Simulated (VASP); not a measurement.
# Zn (Pm-3m) in VASP: notebook

Runs on Zn. Level: LDA. Tasks: single point.

Everything below comes from runs of VASP 6.6.1. Logs are shortened: lines on timing, memory, paths and dates and some standing lists are left out, and cuts for length are marked.

## 1. The cell of the first run

It takes space group Pm-3m (No. 221, cubic). Conventional cell: a = 2.454 Å, b = 2.454 Å, c = 2.454 Å, α = 90.00°, β = 90.00°, γ = 90.00°. Zn (site symmetry m-3m) has 6 Zn at 2.45 Å within 3.2 Å.

## 2. Single point, LDA (volume scaled by 0.92)

INCAR

```
SYSTEM = Zn
PREC = Accurate
ENCUT = 520
EDIFF = 1E-7
ISMEAR = -1
SIGMA = 0.1
LREAL = .FALSE.
LASPH = .TRUE.
NELM = 80
ALGO = Normal
ISIF = 2
LWAVE = .FALSE.
LCHARG = .FALSE.
NBANDS = 12
```

KPOINTS

```
Automatic mesh
0
G
  15 15 15
  0 0 0
```

POSCAR

```
Zn
1.0
    2.4543290864      0.0000000000      0.0000000000
    0.0000000000      2.4543290864      0.0000000000
    0.0000000000      0.0000000000      2.4543290864
Zn
1
Direct
    0.0000000000      0.0000000000      0.0000000000
```

Potentials or basis: VASP PAW LDA potentials, release 64 (Zn).

The run is started by

```sh
cat potpaw_LDA.64/Zn/POTCAR > POTCAR
mpirun -np 1 vasp_std > vasp.out
```

OUTCAR:

```text
SYSTEM = Zn
   PREC = Accurate
   ENCUT = 520
   EDIFF = 1E-7
   ISMEAR = -1
   LREAL = .FALSE.
   LASPH = .TRUE.
   NELM = 80
   ISIF = 2

 ion  position               nearest neighbor table
   1  0.000  0.000  0.000-

  LATTYP: Found a simple cubic cell.
 ALAT       =     2.4543290864

  Lattice vectors:

 A1 = (   2.4543290864,   0.0000000000,   0.0000000000)
 A2 = (   0.0000000000,   2.4543290864,   0.0000000000)
 A3 = (   0.0000000000,   0.0000000000,   2.4543290864)

Analysis of symmetry for initial positions (statically):
=====================================================================
 Subroutine PRICEL returns:
 Original cell was already a primitive cell.

 Routine SETGRP: Setting up the symmetry group for a
 simple cubic supercell.

 Subroutine GETGRP returns: Found 48 space group operations
 (whereof 48 operations were pure point group operations)
 out of a pool of 48 trial point group operations.

The static configuration has the point symmetry O_h .

Analysis of symmetry for dynamics (positions and initial velocities):
=====================================================================
 Subroutine PRICEL returns:
 Original cell was already a primitive cell.

 Routine SETGRP: Setting up the symmetry group for a
 simple cubic supercell.

 Subroutine GETGRP returns: Found 48 space group operations
 (whereof 48 operations were pure point group operations)
 out of a pool of 48 trial point group operations.

The dynamic configuration has the point symmetry O_h .

 Subroutine INISYM returns: Found 48 space group operations
 (whereof 48 operations are pure point group operations),
 and found     1 'primitive' translations

----------------------------------------------------------------------------------------

                                     Primitive cell

  volume of cell :      14.7842

  direct lattice vectors                    reciprocal lattice vectors
     2.454329086  0.000000000  0.000000000     0.407443324  0.000000000  0.000000000
     0.000000000  2.454329086  0.000000000     0.000000000  0.407443324  0.000000000
     0.000000000  0.000000000  2.454329086     0.000000000  0.000000000  0.407443324

  length of vectors
     2.454329086  2.454329086  2.454329086     0.407443324  0.407443324  0.407443324

  position of ions in fractional coordinates (direct lattice)
     0.000000000  0.000000000  0.000000000

  ion indices of the primitive-cell ions
   primitive index   ion index
                 1           1

----------------------------------------------------------------------------------------

 KPOINTS: Automatic mesh

Automatic generation of k-mesh.
 Grid dimensions read from file:
 generate k-points for:   15   15   15

 Generating k-lattice:

  Cartesian coordinates                     Fractional coordinates (reciprocal lattice)
     0.027162888  0.000000000  0.000000000     0.066666667  0.000000000  0.000000000
     0.000000000  0.027162888  0.000000000     0.000000000  0.066666667  0.000000000
     0.000000000  0.000000000  0.027162888     0.000000000  0.000000000  0.066666667

  Length of vectors
     0.027162888  0.027162888  0.027162888

  Shift w.r.t. Gamma in fractional coordinates (k-lattice)
     0.000000000  0.000000000  0.000000000

 Subroutine IBZKPT returns following result:
 ===========================================

 Found    120 irreducible k-points:

 Following reciprocal coordinates:
            Coordinates               Weight
  0.000000  0.000000  0.000000      1.000000
  0.066667  0.000000  0.000000      6.000000
  0.133333  0.000000  0.000000      6.000000
  0.200000  0.000000  0.000000      6.000000
  0.266667  0.000000  0.000000      6.000000
  0.333333  0.000000  0.000000      6.000000
[... 16 lines left out ...]
  0.266667  0.200000  0.000000     24.000000
  0.333333  0.200000  0.000000     24.000000
 [... further k-points ...]
   k-points           NKPTS =    120   k-points in BZ     NKDIM =    120   number of bands    NBANDS=     12
   number of dos      NEDOS =    301   number of ions     NIONS =      1
   total plane-waves  NPLWV =   5832
   dimension x,y,z NGX =    18 NGY =   18 NGZ =   18
   dimension x,y,z NGXF=    36 NGYF=   36 NGZF=   36
   ions per type =               1
   NGX,Y,Z   is equivalent  to a cutoff of  12.19, 12.19, 12.19 a.u.
   NGXF,Y,Z  is equivalent  to a cutoff of  24.38, 24.38, 24.38 a.u.
 SYSTEM =  Zn
   PREC   = accura    normal or accurate (medium, high low for compatibility)
   ISTART =      0    job   : 0-new  1-cont  2-samecut
   ICHARG =      2    charge: 1-file 2-atom 10-const
   ISPIN  =      1    spin polarized calculation?
   LNONCOLLINEAR =      F non collinear calculations
   LSORBIT =      F    spin-orbit coupling
   LASPH  =      T    aspherical Exc in radial PAW
   ENCUT  =  520.0 eV  38.22 Ry    6.18 a.u.   4.56  4.56  4.56*2*pi/ulx,y,z
   NELM   =     80;   NELMIN=  2; NELMDL= -5     # of ELM steps
   EDIFF  = 0.1E-06   stopping-criterion for ELM
   LREAL  =      F    real-space projection
   EDIFFG = 0.1E-05   stopping-criterion for IOM
   NSW    =      0    number of steps for IOM
   IBRION =     -1    ionic relax: 0-MD 1-quasi-New 2-CG
   NFREE  =      0    steps in history (QN), initial steepest desc. (CG)
   ISIF   =      2    stress and relaxation
   ISYM   =      2    0-nonsym 1-usesym 2-fastsym
   POTIM  = 0.5000    time-step for ionic-motion
   TEBEG  =    0.0;   TEEND  =   0.0 temperature during run
   PSTRESS=    0.0 pullay stress
   NELECT =      12.0000    total number of electrons
   NUPDOWN=      -1.0000    fix difference up-down
   EMIN   =  10.00;   EMAX   =-10.00  energy-range for DOS
   EFERMI =   0.00;   METHOD = LEGACY
   ISMEAR =    -1;   SIGMA  =   0.10  broadening in eV -4-tet -1-fermi 0-gaus
   EFERMI_NEDOS =   21; number of points for ismear=-14 and -15
   IALGO  =     38    algorithm
   IMIX   =      4    mixing-type and parameters
     AMIX     =   0.40;   BMIX     =  1.00
     AMIX_MAG =   1.60;   BMIX_MAG =  1.00
  volume/ion in A,a.u.               =      14.78        99.77
  Fermi-wavevector in a.u.,A,eV,Ry     =   1.527106  2.885811 31.729494  2.332052
  Thomas-Fermi vector in A             =   2.635048
   LORBIT       =      0    0 simple, 1 ext, 2 COOP (PROOUT), +10 PAW based schemes
   GGA     = CA    functional components
   LHFCALC =     F    Hartree Fock is set to
   AEXX    =    0.0000 exact exchange contribution
   IVDW    =     0    specifies the selected vdW correction
   LEPSILON=     F    determine dielectric tensor
   LRPA    =     F    only Hartree local field effects (RPA)
 non-spin polarized calculation
  energy-cutoff  :      520.00
  volume of cell :       14.78
 maximum number of plane-waves:       413
   NGX =  9   NGY =  9   NGZ =  9

 number of electron      11.9999987 magnetization

 Free energy of the ion-electron system (eV)
  ---------------------------------------------------
  ext. energy  EPLUGINS =         0.00000000
  ---------------------------------------------------
  free energy    TOTEN  =        -1.55559750 eV

  energy without entropy =       -1.54466730  energy(sigma->0) =       -1.55013240

 E-fermi :   2.8836     XC(G=0): -11.9638

 val. band max:        2.8652340459   @ k =   0.4667   0.4000   0.1333
 cond. band min:       3.0141826260   @ k =   0.4000   0.1333   0.0000
 fundamental gap:      0.1489485801
 Fermi energy:         2.8836187344

 k-point     1 :       0.0000    0.0000    0.0000
  band No.  band energies     occupation
      1      -7.5751      2.00000
      2      -5.8252      2.00000
      3      -5.8252      2.00000
      4      -4.1453      2.00000
      5      -4.1453      2.00000
      6      -4.1453      2.00000
      7      16.8104      0.00000
      8      16.8104      0.00000
      9      16.8104      0.00000
     10      20.0234      0.00000
     11      20.0234      0.00000
     12      23.7331      0.00000

 k-point     2 :       0.0667    0.0000    0.0000
  band No.  band energies     occupation
      1      -7.4613      2.00000
      2      -5.8172      2.00000
      3      -5.7878      2.00000
      4      -4.1676      2.00000
      5      -4.1676      2.00000
      6      -4.1434      2.00000
      7      15.0606      0.00000
      8      16.9480      0.00000
      9      16.9480      0.00000
     10      20.1000      0.00000
     11      21.3245      0.00000
     12      24.4243      0.00000

 k-point     3 :       0.1333    0.0000    0.0000
  band No.  band energies     occupation
      1      -7.1324      2.00000
      2      -5.7946      2.00000
      3      -5.6680      2.00000
      4      -4.2302      2.00000
      5      -4.2302      2.00000
      6      -4.1382      2.00000
      7      12.3598      0.00000
      8      17.3556      0.00000
      9      17.3556      0.00000
     10      20.3319      0.00000
     11      22.3315      0.00000
     12      26.8367      0.00000

 k-point     4 :       0.2000    0.0000    0.0000
  band No.  band energies     occupation
      1      -6.6462      2.00000
      2      -5.7612      2.00000
      3      -5.4229      2.00000
      4      -4.3211      2.00000
      5      -4.3211      2.00000
      6      -4.1304      2.00000
      7       9.6769      0.00000
      8      18.0179      0.00000
      9      18.0179      0.00000
     10      20.7236      0.00000
     11      22.8358      0.00000
     12      30.1553      0.00000

 k-point     5 :       0.2667    0.0000    0.0000
  band No.  band energies     occupation
      1      -6.1666      2.00000
      2      -5.7226      2.00000
      3      -4.9115      2.00000
      4      -4.4236      2.00000
      5      -4.4236      2.00000
      6      -4.1215      2.00000
      7       7.1350      0.00000
      8      18.9096      0.00000
      9      18.9096      0.00000
     10      21.2808      0.00000
     11      23.2875      0.00000
     12      30.9253      0.00000
[... 228 lines left out ...]
      1      -5.5938      2.00000
      2      -5.3163      2.00000
      3      -4.9038      2.00000
      4      -4.6192      2.00000
      5      -4.1793      2.00000
      6      -0.7715      2.00000
      7       1.0575      2.00000
      8      17.7540      0.00000
      9      19.8272      0.00000
     10      22.7420      0.00000
     11      24.6824      0.00000
     12      26.9134      0.00000

 k-point    22 :       0.2000    0.2000    0.0000
  band No.  band energies     occupation
      1      -5.9278      2.00000
      2      -5.3866      2.00000
      3      -5.3019      2.00000
      4      -4.3309      2.00000
      5      -4.3155      2.00000
      6      -4.2850      2.00000
      7       9.9686      0.00000
      8      11.5367      0.00000
      9      19.2193      0.00000
     10      22.4015      0.00000
     11      25.5865      0.00000
     12      30.0660      0.00000

 k-point    23 :       0.2667    0.2000    0.0000
  band No.  band energies     occupation
      1      -5.7425      2.00000
      2      -5.2766      2.00000
      3      -5.0361      2.00000
      4      -4.4016      2.00000
      5      -4.2856      2.00000
      6      -3.9715      2.00000
      7       7.9673      0.00000
      8      11.7857      0.00000
      9      20.1108      0.00000
     10      22.5408      0.00000
     11      23.6810      0.00000
     12      31.3596      0.00000

 k-point    24 :       0.3333    0.2000    0.0000
  band No.  band energies     occupation
      1      -5.6405      2.00000
      2      -5.2125      2.00000
      3      -4.9600      2.00000
      4      -4.4935      2.00000
      5      -4.2750      2.00000
      6      -3.0534      2.00000
      7       5.6707      0.00000
      8      12.7092      0.00000
      9      20.8551      0.00000
     10      21.1982      0.00000
     11      23.8591      0.00000
     12      30.7181      0.00000

 [... further k-points ...]

------------------------ aborting loop because EDIFF is reached ----------------------------------------

  FORCE on cell =-STRESS in cart. coord.  units (eV):
  Direction    XX          YY          ZZ          XY          YZ          ZX
  --------------------------------------------------------------------------------------
  -------------------------------------------------------------------------------------
  Total        0.7287395      0.7287395      0.7287395      0.0000000      0.0000000     -0.0000000
  in kB       78.9740717     78.9740717     78.9740717      0.0000000      0.0000000     -0.0000000
  external PRESSURE =      78.9740717 kB  Pullay stress =       0.0000000 kB

 VOLUME and BASIS-vectors are now :
 -----------------------------------------------------------------------------
  energy-cutoff  :      520.00
  volume of cell :       14.78
      direct lattice vectors                 reciprocal lattice vectors
     2.454329086  0.000000000  0.000000000     0.407443324  0.000000000  0.000000000
     0.000000000  2.454329086  0.000000000     0.000000000  0.407443324  0.000000000
     0.000000000  0.000000000  2.454329086     0.000000000  0.000000000  0.407443324

 POSITION                                       TOTAL-FORCE (eV/Angst)
 -----------------------------------------------------------------------------------
      0.00000      0.00000      0.00000         0.000000      0.000000      0.000000
 -----------------------------------------------------------------------------------
    total drift:                               -0.000000      0.000000      0.000000

  FREE ENERGIE OF THE ION-ELECTRON SYSTEM (eV)
  ---------------------------------------------------
  free  energy   TOTEN  =        -1.5555975029 eV

  energy  without entropy=       -1.5446672972  energy(sigma->0) =       -1.55013240
```

Run time: 7.7 s. Hardware: 1 thread of Intel Xeon Platinum 8559C (Emerald Rapids), shared host; peak memory 0.12 GiB.

What came out:

| Item | Value |
| --- | --- |
| Free energy | -1.5556 eV |
| Pressure | 7.9 GPa |
| Band gap on the k mesh | zero (band 6 reaches 8.42 eV, above the bottom of band 7 at 0.69 eV) |

(Continued in part 2 of 2.)
